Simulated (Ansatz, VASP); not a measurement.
One calculation of Sn, two programs

INCAR

```
SYSTEM = Sn
  PREC = Accurate
  ENCUT = 520
  EDIFF = 1E-6
  ISMEAR = 0
  SIGMA = 0.15
  LREAL = .False.
  LASPH = .True.
  NELM = 80
  ALGO = Fast
  ISIF = 2
  LWAVE = .False.
  LCHARG = .False.
  GGA = PE
  NBANDS = 21
```

File KPOINTS:

```
Automatic mesh
0
Gamma
  12 12 12
  0 0 0
```

File POSCAR:

```
Sn
1.0
    0.0000000000      3.2780560000      3.2456000000
    3.2131440000      0.0000000000      3.2456000000
    3.2131440000      3.2780560000      0.0000000000
Sn
2
Direct
    0.5000000000      0.5000000000      0.5000000000
    0.7500000000      0.7500000000      0.7500000000
```

Input for Ansatz:

```yaml
crystal:
  lattice:
    - [0.0, 3.278056, 3.2456]
    - [3.213144, 0.0, 3.2456]
    - [3.213144, 3.278056, 0.0]
  atoms:
    - { symbol: Sn, position: [0.5, 0.5, 0.5] }
    - { symbol: Sn, position: [0.75, 0.75, 0.75] }
basis:
  ecutwfc: 420
kpoints:
  mp_grid: { grid: [12, 12, 12] }
hamiltonian:
  xc: pbe
scf:
  occupations: { method: gaussian, width: 0.15 }
output:
  forces: true
  stress: true
  eigenvalues: true
```

Change from the starting cell: strain -0.0100 x Voigt [1, -1, 0, 0, 0, 0], atoms carried along.

Alike in both runs: task single point; functional PBE; k mesh 12 × 12 × 12; occupations gaussian, width 0.15 eV; no spin polarisation.

```csv
,VASP,Ansatz
version,VASP 6.6.1,Ansatz 0.2.0
potentials or method,"VASP PAW PBE potentials, release 64 (Sn_d), cutoff 520 eV","scalar-relativistic, plane waves, PAW"
valence electrons in the cell,28,28
```

```tsv
	VASP	Ansatz	Ansatz less VASP
gap on the k mesh at the Fermi level (eV)	none	none	-
pressure (GPa)	3.1	3.2	+0.07
traceless stress, the component that is largest in VASP (GPa)	-0.29	-0.29	+0.001
```

A gap of «none» marks a metal or a gap that the smearing closes.
